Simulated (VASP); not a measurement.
A run of VASP 6.6.1 is set up as follows.

The input INCAR:

```
ALGO     = Normal         # electronic algorithm
EDIFF    = 1E-6           # SCF threshold, eV
ENCUT    = 500            # plane-wave cutoff, eV
GGA      = PE             # functional
GGA_COMPAT= F            
ISIF     = 2              # what is computed and relaxed
ISMEAR   = 1              # smearing method
LASPH    = T              # aspherical terms in the spheres
LCHARG   = F              # write CHGCAR
LREAL    = F              # projectors in reciprocal space
LWAVE    = F              # write WAVECAR
NBANDS   = 12             # bands
NELM     = 120            # most SCF steps
PREC     = Accurate       # precision mode
SIGMA    = 0.05           # smearing width, eV
```

Contents of KPOINTS:

```
k-points
0
Gamma
  10 10 10
```

Contents of POSCAR:

```
Ta
1.0
   -1.6232867955      1.6232867955      1.6232867955
    1.6232867955     -1.6232867955      1.6232867955
    1.6232867955      1.6232867955     -1.6232867955
Ta
1
Direct
    0.0000000000      0.0000000000      0.0000000000
```

Potentials or basis: VASP PAW PBE potentials, release 64 (Ta_pv).

The run is started by

```console
$ cat potpaw_PBE.64/Ta_pv/POTCAR > POTCAR
$ mpirun -np 1 vasp_std > vasp.out
```

Problem. Estimate the pressure.

Solution. 17.3 GPa.
